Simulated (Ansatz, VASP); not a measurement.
# AlN in VASP and in Ansatz

The input INCAR:

```
SYSTEM = AlN
PREC     = Accurate       ! precision mode
ENCUT    = 520            ! plane-wave cutoff, eV
EDIFF    = 1E-6           ! SCF threshold, eV
ISMEAR   = -1             ! smearing method
SIGMA    = 0.02           ! smearing width, eV
LREAL    = .False.        ! projectors in reciprocal space
LASPH    = .True.         ! aspherical terms in the spheres
NELM     = 60             ! most SCF steps
ALGO     = Normal         ! electronic algorithm
ISIF     = 2              ! what is computed and relaxed
LWAVE    = .False.        ! write WAVECAR
LCHARG   = .False.        ! write CHGCAR
GGA      = PE             ! functional
NBANDS   = 11             ! bands
```

Contents of KPOINTS:

```
Automatic mesh
0
Gamma
  10 10 10
  0 0 0
```

POSCAR

```
AlN
1.0
    0.0582633710      2.2431397838      2.2431397838
    2.2431397838      0.0582633710      2.2431397838
    2.2431397838      2.2431397838      0.0582633710
Al N
1 1
Direct
    0.0012904072      0.0012904072      0.0012904072
    0.2487095928      0.2487095928      0.2487095928
```

Input for Ansatz:

```yaml
crystal:
  lattice:
    - [0.058263371, 2.2431397838, 2.2431397838]
    - [2.2431397838, 0.058263371, 2.2431397838]
    - [2.2431397838, 2.2431397838, 0.058263371]
  atoms:
    - { symbol: Al, position: [0.0012904072, 0.0012904072, 0.0012904072] }
    - { symbol: "N", position: [0.2487095928, 0.2487095928, 0.2487095928] }
kpoints:
  mp_grid: { grid: [10, 10, 10] }
  band_path:
    path:
      - [0.0, 0.0, 0.0]
      - [-0.5, -0.5, 0.0]
      - [-0.375, -0.375, 0.25]
      - [-0.375, 0.0, 0.375]
      - [0.0, 0.0, 0.5]
      - [-0.5, -0.25, 0.25]
    npoints: 1
hamiltonian:
  xc: pbe
scf:
  occupations: { method: fermi_dirac, width: 0.02 }
  n_extra_bands: 4
output:
  forces: true
  stress: true
  eigenvalues: true
```

Change from the starting cell: shear_111 strain +4.0%.

Alike in both runs: task single point; functional PBE; k mesh 10 × 10 × 10; occupations fermi-dirac, width 0.02 eV; no spin polarisation.

|  | VASP | Ansatz |
| --- | --- | --- |
| version | VASP 6.6.1 | Ansatz 0.2.0 |
| potentials or method | VASP PAW PBE potentials, release 64 (Al, N) | plane waves, PAW |
| plane-wave cutoff (eV) | 520 | 420 |
| valence electrons in the cell | 8 | 8 |

Ansatz gave:

```
gap on the k mesh at the Fermi level (eV)                     : 3.18
pressure (GPa)                                                : -2.9
traceless stress, the component that is largest in VASP (GPa) : -4.74
rms of the force components (eV/Å)                            : 0.017
```

Q: Which values does VASP return?

A: gap on the k mesh at the Fermi level (eV): 3.17; pressure (GPa): -3.2; traceless stress, the component that is largest in VASP (GPa): -4.78; rms of the force components (eV/Å): 0.017.

Atom by atom the forces differ by 0.000 eV/Å (rms over components).
